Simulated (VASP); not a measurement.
# KBr (Fm-3m) in VASP: a series of runs

Runs on KBr. Level: LDA. Tasks: elastic constants.

Everything below comes from runs of VASP 6.6.1. Logs are shortened: lines on timing, memory, paths and dates and some standing lists are left out, and cuts for length are marked.

## 1. The cell of the first run

It takes space group Fm-3m (No. 225, cubic). The conventional cell has a = 5.451 Å, b = 5.451 Å, c = 5.451 Å, α = 90.00°, β = 90.00°, γ = 90.00°. K (site symmetry m-3m) has 6 Br at 2.73 Å within 3.6 Å. Br (site symmetry m-3m) has 6 K at 2.73 Å within 3.6 Å.

## 2. Elastic constants, LDA

INCAR reads:

```
  PREC = Accurate
  ENCUT = 600
  EDIFF = 1E-8
  ISMEAR = 0
  SIGMA = 0.01
  LREAL = False
  LASPH = True
  NELM = 60
  ALGO = Normal
  ISIF = 3
  LWAVE = False
  LCHARG = False
  NBANDS = 15
  IBRION = 6
  NFREE = 2
  POTIM = 0.015
  NSW = 1
```

KPOINTS reads:

```
Automatic mesh
0
Gamma
  6 6 6
```

POSCAR reads:

```
KBr
1.0
    0.0000000000      2.7256259299      2.7256259299
    2.7256259299      0.0000000000      2.7256259299
    2.7256259299      2.7256259299      0.0000000000
K Br
1 1
Direct
    0.0000000000      0.0000000000      0.0000000000
    0.5000000000      0.5000000000      0.5000000000
```

Potentials or basis: VASP PAW LDA potentials, release 64 (K_sv, Br).

Launch:

```console
$ cat potpaw_LDA.64/K_sv/POTCAR potpaw_LDA.64/Br/POTCAR > POTCAR
$ mpirun -np 1 vasp_std > vasp.out
```

OUTCAR:

```text
PREC = Accurate
   ENCUT = 600
   EDIFF = 1E-8
   ISMEAR = 0
   LREAL = False
   LASPH = True
   NELM = 60
   ISIF = 3
   IBRION = 6
   NFREE = 2
   POTIM = 0.015
   NSW = 1

 ion  position               nearest neighbor table
   1  0.000  0.000  0.000-   2 2.73   2 2.73   2 2.73   2 2.73   2 2.73   2 2.73
   2  0.500  0.500  0.500-   1 2.73   1 2.73   1 2.73   1 2.73   1 2.73   1 2.73

  LATTYP: Found a face centered cubic cell.
 ALAT       =     5.4512518598

  Lattice vectors:

 A1 = (   0.0000000000,   2.7256259299,   2.7256259299)
 A2 = (   2.7256259299,   0.0000000000,   2.7256259299)
 A3 = (   2.7256259299,   2.7256259299,   0.0000000000)

Analysis of symmetry for initial positions (statically):
=====================================================================
 Subroutine PRICEL returns:
 Original cell was already a primitive cell.

 Routine SETGRP: Setting up the symmetry group for a
 face centered cubic supercell.

 Subroutine GETGRP returns: Found 48 space group operations
 (whereof 48 operations were pure point group operations)
 out of a pool of 48 trial point group operations.

The static configuration has the point symmetry O_h .

Analysis of symmetry for dynamics (positions and initial velocities):
=====================================================================
 Subroutine PRICEL returns:
 Original cell was already a primitive cell.

 Routine SETGRP: Setting up the symmetry group for a
 face centered cubic supercell.

 Subroutine GETGRP returns: Found 48 space group operations
 (whereof 48 operations were pure point group operations)
 out of a pool of 48 trial point group operations.

The dynamic configuration has the point symmetry O_h .

 Subroutine INISYM returns: Found 48 space group operations
 (whereof 48 operations are pure point group operations),
 and found     1 'primitive' translations

[... 348 lines left out ...]
     14       9.7743      0.00000
[... 401 lines left out ...]
      2     -12.1384      2.00000
      3      -9.5600      2.00000
      4      -9.0869      2.00000
      5      -8.4271      2.00000
      6      -0.2321      2.00000
      7       0.6752      2.00000
      8       0.6784      2.00000
      9       8.3541      0.00000
     10      10.4977      0.00000
     11      11.9298      0.00000
     12      12.0142      0.00000
     13      13.7323      0.00000
     14      13.8373      0.00000
     15      15.9671      0.00000

 [... further k-points ...]
[... 5 lines left out ...]
  --------------------------------------------------------------------------------------
  -------------------------------------------------------------------------------------
  Total        7.8056705      7.7944302      7.7944302     -0.0000000      0.0000000      0.0000000
  in kB      308.8104919    308.3657970    308.3657970     -0.0000000      0.0000000      0.0000000
  external PRESSURE =     308.5140286 kB  Pullay stress =       0.0000000 kB
[... 17 lines left out ...]
  FREE ENERGIE OF THE ION-ELECTRON SYSTEM (eV)
  ---------------------------------------------------
  free  energy   TOTEN  =        -5.3446411967 eV

  energy  without entropy=       -5.3446411967  energy(sigma->0) =       -5.34464120

 INTERNAL STRAIN TENSORS FROM STRAINED CELLS
 ============================================

 INTERNAL STRAIN TENSOR FOR ION    1 for displacements in x,y,z  (eV/Angst):
          X           Y           Z          XY          YZ          ZX
  --------------------------------------------------------------------------------
  x     0.00000     0.00000     0.00000    -0.00000    -0.00000    -0.00000
  y    -0.00000    -0.00000    -0.00000     0.00000     0.00000    -0.00000
  z     0.00000    -0.00000     0.00000     0.00000     0.00000    -0.00000

 INTERNAL STRAIN TENSORS FROM DISPLACED ATOMS
 ============================================

 INTERNAL STRAIN TENSOR FOR ION    1 for displacements in x,y,z  (eV/Angst):
          X           Y           Z          XY          YZ          ZX
  --------------------------------------------------------------------------------
  x     0.00000     0.00000     0.00000     0.00000     0.00000     0.00000
  y     0.00000     0.00000     0.00000     0.00000     0.00000     0.00000
  z     0.00000     0.00000     0.00000     0.00000     0.00000     0.00000

 INTERNAL STRAIN TENSOR FOR ION    2 for displacements in x,y,z  (eV/Angst):
          X           Y           Z          XY          YZ          ZX
  --------------------------------------------------------------------------------
  x     0.00000     0.00000     0.00000     0.00000     0.00000     0.00000
  y     0.00000     0.00000     0.00000     0.00000     0.00000     0.00000
  z     0.00000     0.00000     0.00000     0.00000     0.00000     0.00000

 Eigenvectors and eigenvalues of the dynamical matrix
 ----------------------------------------------------

   1 f  =    8.833144 THz    55.500279 2PiTHz  294.641962 cm-1    36.530931 meV
             X         Y         Z           dx          dy          dz
      0.000000  0.000000  0.000000     0.000000    0.819332    0.000000
      2.725626  2.725626  2.725626     0.000000   -0.573319    0.000000
[... 21 lines left out ...]
   6 f/i=    0.001373 THz     0.008625 2PiTHz    0.045788 cm-1     0.005677 meV
             X         Y         Z           dx          dy          dz
      0.000000  0.000000  0.000000     0.000000    0.000000   -0.573319
      2.725626  2.725626  2.725626     0.000000    0.000000   -0.819332

--------------------------------------------------------------------------------------------------------

 ELASTIC MODULI CONTR FROM IONIC RELAXATION (kBar)
 Direction    XX          YY          ZZ          XY          YZ          ZX
 --------------------------------------------------------------------------------
 XX           0.0000      0.0000      0.0000      0.0000      0.0000      0.0000
 YY           0.0000      0.0000      0.0000      0.0000      0.0000      0.0000
 ZZ           0.0000      0.0000      0.0000      0.0000      0.0000      0.0000
 XY           0.0000      0.0000      0.0000      0.0000      0.0000      0.0000
 YZ           0.0000      0.0000      0.0000      0.0000      0.0000      0.0000
 ZX           0.0000      0.0000      0.0000      0.0000      0.0000      0.0000
 --------------------------------------------------------------------------------

 TOTAL ELASTIC MODULI (kBar)
 Direction    XX          YY          ZZ          XY          YZ          ZX
 --------------------------------------------------------------------------------
 XX        3222.6013     21.2426     21.2426      0.0000      0.0000      0.0000
 YY          21.2426   3222.6013     21.2426      0.0000      0.0000      0.0000
 ZZ          21.2426     21.2426   3222.6013      0.0000     -0.0000      0.0000
 XY           0.0000      0.0000      0.0000   -143.6133      0.0000      0.0000
 YZ           0.0000      0.0000     -0.0000      0.0000   -143.6133      0.0000
 ZX           0.0000      0.0000      0.0000      0.0000      0.0000   -143.6133
 --------------------------------------------------------------------------------
```

OSZICAR:

```text
N       E                     dE             d eps       ncg     rms          rms(c)
DAV:   1     0.118697546491E+03    0.11870E+03   -0.80938E+03   480   0.113E+03
DAV:   2     0.162227656057E+00   -0.11854E+03   -0.10458E+03   585   0.276E+02
DAV:   3    -0.533693938713E+01   -0.54992E+01   -0.54582E+01   641   0.520E+01
DAV:   4    -0.552391491235E+01   -0.18698E+00   -0.18693E+00   679   0.907E+00
[... 192 lines left out ...]
DAV:   4    -0.534464063887E+01    0.27631E-04   -0.85467E-05  1145   0.560E-02    0.172E-02
DAV:   5    -0.534464128025E+01   -0.64138E-06   -0.99444E-06  1019   0.200E-02    0.514E-03
DAV:   6    -0.534464123517E+01    0.45081E-07   -0.20498E-07  1222   0.328E-03    0.340E-03
DAV:   7    -0.534464119625E+01    0.38915E-07   -0.61950E-08  1089   0.175E-03    0.112E-03
DAV:   8    -0.534464119669E+01   -0.44247E-09   -0.11228E-08   966   0.643E-04
  17 F= -.53446412E+01 E0= -.53446412E+01  d E =-.149998E-24
```

stdout:

```text
POSCAR found type information on POSCAR K Br
 POSCAR found :  2 types and       2 ions
 scaLAPACK will be used
 LDA part: xc-table for (Slater(with rela. corr.)+CA(PZ))
 , standard interpolation
 POSCAR, INCAR and KPOINTS ok, starting setup
 FFT: planning ... GRIDC
 FFT: planning ... GRID_SOFT
 FFT: planning ... GRID
 WAVECAR not read
 entering main loop
 Found     2 degrees of freedom:
 Adding 6 more for cell shape distortion
 Finite differences POTIM= 0.01500 DOF=   8
 bond charge predicted
 Finite differences progress:
 bond charge predicted
 Finite differences progress:
 bond charge predicted
 Finite differences progress:
 bond charge predicted
 Finite differences progress:
 bond charge predicted
 Finite differences progress:
 bond charge predicted
 Finite differences progress:
 bond charge predicted
 Finite differences progress:
 bond charge predicted
 Finite differences progress:
 bond charge predicted
 Finite differences progress:
 bond charge predicted
 Finite differences progress:
 bond charge predicted
 Finite differences progress:
 bond charge predicted
 Finite differences progress:
 bond charge predicted
 Finite differences progress:
 bond charge predicted
 Finite differences progress:
 bond charge predicted
 Finite differences progress:
 bond charge predicted
 Finite differences progress:
```

It took 5.6 min on 1 thread of Intel Xeon Platinum 8175M at 2.50GHz (Skylake/Cascade Lake), shared host; peak memory 0.23 GiB.

What came out:

```yaml
Elastic_constants_C11_C12_C44: 322, 2, -14 GPa
Voigt_bulk_modulus: 109 GPa
Highest_phonon_frequency_at_Γ_LO-TO_splitting_left_out: 295 cm⁻¹
```

Phonon frequencies in cm⁻¹ (negative: imaginary):
```
              q point        frequencies
(0.000, 0.000, 0.000)  0 0 0 295 295 295
```

Elastic tensor in Voigt notation (GPa, in the Cartesian axes of the cell as first typed):
```
322   2   2   0   0   0
  2 322   2   0   0   0
  2   2 322   0   0   0
  0   0   0 -14   0   0
  0   0   0   0 -14   0
  0   0   0   0   0 -14
```

Clamped-ion elastic tensor (GPa):
```
322   2   2   0   0   0
  2 322   2   0   0   0
  2   2 322   0   0   0
  0   0   0 -14   0   0
  0   0   0   0 -14   0
  0   0   0   0   0 -14
```

Caveat: the cell is under stress, which shifts elastic constants; the elastic tensor has a negative eigenvalue, so either the cell is unstable as it stands or the mesh is too thin.

## 3. Elastic constants, LDA

This run uses another cell than the first one, of 32.39 Å³/atom.

INCAR reads:

```
SYSTEM = KBr
PREC     = Accurate       ! precision mode
ENCUT    = 600            ! plane-wave cutoff, eV
EDIFF    = 1E-8           ! SCF threshold, eV
ISMEAR   = 0              ! smearing method
SIGMA    = 0.01           ! smearing width, eV
LREAL    = .False.        ! projectors in reciprocal space
LASPH    = .True.         ! aspherical terms in the spheres
NELM     = 60             ! most SCF steps
ALGO     = Normal         ! electronic algorithm
ISIF     = 3              ! what is computed and relaxed
LWAVE    = .False.        ! write WAVECAR
LCHARG   = .True.         ! write CHGCAR
IBRION   = 6              ! ionic algorithm
NFREE    = 2            
POTIM    = 0.015          ! step
NSW      = 1              ! ionic steps
```

KPOINTS reads:

```
regular mesh
0
Gamma
  6 6 6
  0 0 0
```

POSCAR reads:

```
KBr
1.0
    0.0000000000      3.1875503764      3.1875503764
    3.1875503764      0.0000000000      3.1875503764
    3.1875503764      3.1875503764      0.0000000000
K Br
1 1
Direct
    0.0000000000      0.0000000000      0.0000000000
    0.5000000000      0.5000000000      0.5000000000
```

Potentials or basis: VASP PAW LDA potentials, release 64 (K_sv, Br).

Launch:

```console
$ cat potpaw_LDA.64/K_sv/POTCAR potpaw_LDA.64/Br/POTCAR > POTCAR
$ mpirun -np 1 vasp_std > vasp.out
```

OUTCAR:

```text
SYSTEM = KBr
   PREC = Accurate
   ENCUT = 600
   EDIFF = 1E-8
   ISMEAR = 0
   LREAL = .False.
   LASPH = .True.
   NELM = 60
   ISIF = 3
   IBRION = 6
   NFREE = 2
   POTIM = 0.015
   NSW = 1

 ion  position               nearest neighbor table
   1  0.000  0.000  0.000-   2 3.19   2 3.19   2 3.19   2 3.19   2 3.19   2 3.19
   2  0.500  0.500  0.500-   1 3.19   1 3.19   1 3.19   1 3.19   1 3.19   1 3.19

  LATTYP: Found a face centered cubic cell.
 ALAT       =     6.3751007528

  Lattice vectors:

 A1 = (   0.0000000000,   3.1875503764,   3.1875503764)
 A2 = (   3.1875503764,   0.0000000000,   3.1875503764)
 A3 = (   3.1875503764,   3.1875503764,   0.0000000000)

Analysis of symmetry for initial positions (statically):
=====================================================================
[... 773 lines left out ...]
  x     0.00000     0.00000     0.00000     0.00000     0.00000     0.00000
  y     0.00000     0.00000     0.00000     0.00000     0.00000     0.00000
  z     0.00000     0.00000     0.00000     0.00000     0.00000     0.00000

 INTERNAL STRAIN TENSOR FOR ION    2 for displacements in x,y,z  (eV/Angst):
          X           Y           Z          XY          YZ          ZX
  --------------------------------------------------------------------------------
  x     0.00000     0.00000     0.00000     0.00000     0.00000     0.00000
  y     0.00000     0.00000     0.00000     0.00000     0.00000     0.00000
  z     0.00000     0.00000     0.00000     0.00000     0.00000     0.00000

 Eigenvectors and eigenvalues of the dynamical matrix
 ----------------------------------------------------

   1 f  =    3.931616 THz    24.703074 2PiTHz  131.144605 cm-1    16.259851 meV
             X         Y         Z           dx          dy          dz
      0.000000  0.000000  0.000000     0.000000    0.819099    0.000000
      3.187550  3.187550  3.187550     0.000000   -0.573652    0.000000
[... 21 lines left out ...]
   6 f/i=    0.002207 THz     0.013866 2PiTHz    0.073613 cm-1     0.009127 meV
             X         Y         Z           dx          dy          dz
      0.000000  0.000000  0.000000     0.000000    0.000000   -0.573652
      3.187550  3.187550  3.187550     0.000000    0.000000   -0.819099

--------------------------------------------------------------------------------------------------------

 ELASTIC MODULI CONTR FROM IONIC RELAXATION (kBar)
 Direction    XX          YY          ZZ          XY          YZ          ZX
 --------------------------------------------------------------------------------
 XX           0.0000      0.0000      0.0000      0.0000      0.0000      0.0000
 YY           0.0000      0.0000      0.0000      0.0000      0.0000      0.0000
 ZZ           0.0000      0.0000      0.0000      0.0000      0.0000      0.0000
 XY           0.0000      0.0000      0.0000      0.0000      0.0000      0.0000
 YZ           0.0000      0.0000      0.0000      0.0000      0.0000      0.0000
 ZX           0.0000      0.0000      0.0000      0.0000      0.0000      0.0000
 --------------------------------------------------------------------------------

 TOTAL ELASTIC MODULI (kBar)
 Direction    XX          YY          ZZ          XY          YZ          ZX
 --------------------------------------------------------------------------------
 XX         512.8027     52.8096     52.8096      0.0000     -0.0000      0.0000
 YY          52.8096    512.8027     52.8096      0.0000     -0.0000      0.0000
 ZZ          52.8096     52.8096    512.8027     -0.0000      0.0000      0.0000
 XY           0.0000      0.0000     -0.0000     49.9795      0.0000      0.0000
 YZ          -0.0000     -0.0000      0.0000      0.0000     49.9795      0.0000
 ZX           0.0000      0.0000      0.0000      0.0000      0.0000     49.9795
 --------------------------------------------------------------------------------
```

OSZICAR:

```text
N       E                     dE             d eps       ncg     rms          rms(c)
DAV:   1     0.115345352318E+03    0.11535E+03   -0.76139E+03   384   0.132E+03
DAV:   2     0.107566600099E+01   -0.11427E+03   -0.10507E+03   444   0.306E+02
DAV:   3    -0.674362241227E+01   -0.78193E+01   -0.77707E+01   500   0.666E+01
[... 199 lines left out ...]
DAV:  12    -0.683451938810E+01    0.39682E-05   -0.10590E-06   852   0.672E-03    0.808E-02
DAV:  13    -0.683451486700E+01    0.45211E-05   -0.34383E-06   832   0.120E-02    0.369E-02
DAV:  14    -0.683451383834E+01    0.10287E-05   -0.14567E-06   888   0.733E-03    0.105E-02
DAV:  15    -0.683451372905E+01    0.10930E-06   -0.12484E-07   904   0.237E-03    0.283E-03
DAV:  16    -0.683451372298E+01    0.60700E-08   -0.12694E-08   716   0.714E-04
  17 F= -.68345137E+01 E0= -.68345137E+01  d E =-.237654E-87
```

stdout:

```text
POSCAR found type information on POSCAR K Br
 POSCAR found :  2 types and       2 ions
 scaLAPACK will be used
 LDA part: xc-table for (Slater(with rela. corr.)+CA(PZ))
 , standard interpolation
 POSCAR, INCAR and KPOINTS ok, starting setup
 FFT: planning ... GRIDC
 FFT: planning ... GRID_SOFT
 FFT: planning ... GRID
 WAVECAR not read
 entering main loop
 Found     2 degrees of freedom:
 Adding 6 more for cell shape distortion
 Finite differences POTIM= 0.01500 DOF=   8
 bond charge predicted
 Finite differences progress:
 bond charge predicted
 Finite differences progress:
 bond charge predicted
 Finite differences progress:
 bond charge predicted
 Finite differences progress:
 bond charge predicted
 Finite differences progress:
 bond charge predicted
 Finite differences progress:
 bond charge predicted
 Finite differences progress:
 bond charge predicted
 Finite differences progress:
 bond charge predicted
 Finite differences progress:
 bond charge predicted
 Finite differences progress:
 bond charge predicted
 Finite differences progress:
 bond charge predicted
 Finite differences progress:
 bond charge predicted
 Finite differences progress:
 bond charge predicted
 Finite differences progress:
 bond charge predicted
 Finite differences progress:
 bond charge predicted
 Finite differences progress:
```

Wall time 8.1 min (1 thread of Intel Xeon Platinum 8175M at 2.50GHz (Skylake/Cascade Lake), shared host); peak memory 0.26 GiB.

What came out:

- Elastic constants C11, C12, C44: 51, 5, 5 GPa
- Voigt bulk modulus: 21 GPa
- Highest phonon frequency at Γ, LO-TO splitting left out: 131 cm⁻¹

Phonon frequencies in cm⁻¹ (negative: imaginary):
| q point | frequencies |
| --- | --- |
| (0.000, 0.000, 0.000) | 0 0 0 131 131 131 |

Elastic tensor in Voigt notation (GPa, in the Cartesian axes of the cell as first typed):
```
51  5  5  0  0  0
 5 51  5  0  0  0
 5  5 51  0  0  0
 0  0  0  5  0  0
 0  0  0  0  5  0
 0  0  0  0  0  5
```

Clamped-ion elastic tensor (GPa):
```
51  5  5  0  0  0
 5 51  5  0  0  0
 5  5 51  0  0  0
 0  0  0  5  0  0
 0  0  0  0  5  0
 0  0  0  0  0  5
```

## 4. Elastic constants, LDA

This run uses another cell than the first one, of 32.39 Å³/atom.

INCAR reads:

```
ALGO     = Normal         # electronic algorithm
EDIFF    = 1E-8           # SCF threshold, eV
ENCUT    = 600            # plane-wave cutoff, eV
GGA      = CA             # functional
IBRION   = 6              # ionic algorithm
ISIF     = 3              # what is computed and relaxed
ISMEAR   = 0              # smearing method
LASPH    = True           # aspherical terms in the spheres
LCHARG   = False          # write CHGCAR
LREAL    = False          # projectors in reciprocal space
LWAVE    = False          # write WAVECAR
NELM     = 100            # most SCF steps
NFREE    = 2            
NSW      = 1              # ionic steps
POTIM    = 0.015          # step
PREC     = Accurate       # precision mode
SIGMA    = 0.01           # smearing width, eV
```

KPOINTS reads:

```
k-points
0
Gamma
  6 6 6
```

POSCAR is that of step 3.

Launch:

```console
$ cat potpaw_LDA.64/K_sv/POTCAR potpaw_LDA.64/Br/POTCAR > POTCAR
$ mpirun -np 1 vasp_std > vasp.out
```

Run time: 9.4 min. Hardware: 1 thread of Intel Xeon Platinum 8175M at 2.50GHz (Skylake/Cascade Lake), shared host; peak memory 0.26 GiB.

It converged, with:

```
Elastic constants C11, C12, C44                         : 51, 5, 5 GPa
Voigt bulk modulus                                      : 21 GPa
Highest phonon frequency at Γ, LO-TO splitting left out : 131 cm⁻¹
```

Phonon frequencies in cm⁻¹ (negative: imaginary):
```
              q point        frequencies
(0.000, 0.000, 0.000)  0 0 0 131 131 131
```

Elastic tensor in Voigt notation (GPa, in the Cartesian axes of the cell as first typed):
```
51  5  5  0  0  0
 5 51  5  0  0  0
 5  5 51  0  0  0
 0  0  0  5  0  0
 0  0  0  0  5  0
 0  0  0  0  0  5
```

Clamped-ion elastic tensor (GPa):
```
51  5  5  0  0  0
 5 51  5  0  0  0
 5  5 51  0  0  0
 0  0  0  5  0  0
 0  0  0  0  5  0
 0  0  0  0  0  5
```
